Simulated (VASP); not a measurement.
Input of a VASP 6.6.1 run:

The input INCAR:

```
PREC     = Accurate       # precision mode
ENCUT    = 520            # plane-wave cutoff, eV
EDIFF    = 1E-7           # SCF threshold, eV
ISMEAR   = 0              # smearing method
SIGMA    = 0.15           # smearing width, eV
LREAL    = False          # projectors in reciprocal space
LASPH    = True           # aspherical terms in the spheres
NELM     = 60             # most SCF steps
ALGO     = Fast           # electronic algorithm
ISIF     = 2              # what is computed and relaxed
LWAVE    = False          # write WAVECAR
LCHARG   = False          # write CHGCAR
NBANDS   = 17             # bands
```

The input KPOINTS:

```
Automatic mesh
0
Gamma
  21 21 10
```

The input POSCAR:

```
Hf
1.0
    3.3746497546      0.0000000000      0.0000000000
   -1.6873248773      2.9225324164      0.0000000000
    0.0000000000      0.0000000000      4.5384504950
Hf
2
Direct
    0.3333333333      0.6666666667      0.2500000000
    0.6666666667      0.3333333333      0.7500000000
```

Potentials or basis: VASP PAW LDA potentials, release 64 (Hf_pv).

The run is started by

```bash
$ cat potpaw_LDA.64/Hf_pv/POTCAR > POTCAR
$ mpirun -np 1 vasp_std > vasp.out
```

(1) What does it give for the pressure?

(2) Estimate the band gap on the k mesh.

## Answers

(1) -6.1 GPa.

(2) zero (band 10 reaches 5.69 eV, above the bottom of band 11 at 4.35 eV).

Caveat: spin-orbit coupling is left out, which moves the levels of the heavy elements.
